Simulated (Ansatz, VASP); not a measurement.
# BP in VASP and in Ansatz

```xyz
2
Lattice="0.0000 2.2741 2.2741 2.2741 0.0000 2.2741 2.2741 2.2741 0.0000" Properties=species:S:1:pos:R:3 pbc="T T T"
B     0.0000    0.0000    0.0000
P     1.1370    1.1370    1.1370
```

Alike in both runs: functional PBE; k mesh 10 × 10 × 10; occupations gaussian, width 0.02 eV; no spin polarisation.

Ansatz relaxed the structure, and its values are those at the end. VASP's run is a single point on that final structure, the one shown.

```csv
,VASP,Ansatz
version,VASP 6.6.1,Ansatz 0.2.0
potentials or method,"VASP PAW PBE potentials, release 64 (B, P), cutoff 500 eV","scalar-relativistic, plane waves, PAW"
valence electrons in the cell,8,8
```

```tsv
	VASP	Ansatz	Ansatz less VASP
gap on the k mesh at the Fermi level (eV)	1.25	1.25	+0.004
least direct gap on the mesh (eV)	3.39	3.39	+0.003
pressure (GPa)	-0.2	0.0	+0.21
```
